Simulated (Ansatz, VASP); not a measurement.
# ScGa5S: VASP beside Ansatz

```
Sc Ga S
1.0
     2.81878    1.62742    4.87763
    -2.81878    1.62742    4.87763
     0.00000   -3.25485    4.87763
Sc Ga S
1 5 1
Cartesian
  0.0000 0.0000 7.3164
  0.0000 0.0000 2.5649
  0.0000 0.0000 12.0680
  0.0000 1.6274 4.8776
  -1.4094 -0.8137 4.8776
  1.4094 -0.8137 4.8776
  0.0000 0.0000 0.0000
```

Alike in both runs: functional PBE; k mesh 4 × 4 × 4; occupations gaussian, width 0.2 eV; no spin polarisation.

Ansatz relaxed the structure, and its values are those at the end. VASP's run is a single point on that final structure, the one shown.

|  | VASP | Ansatz |
| --- | --- | --- |
| version | VASP 6.6.1 | Ansatz 0.2.0 |
| potentials or method | VASP PAW PBE potentials, release 64 (Sc_sv, Ga_d, S), cutoff 520 eV | scalar-relativistic, plane waves, PAW |
| valence electrons in the cell | 82 | 82 |

|  | VASP | Ansatz | Ansatz less VASP |
| --- | --- | --- | --- |
| gap on the k mesh at the Fermi level (eV) | none | none | - |
| pressure (GPa) | 0.0 | -0.1 | -0.09 |

A gap of «none» marks a metal or a gap that the smearing closes.
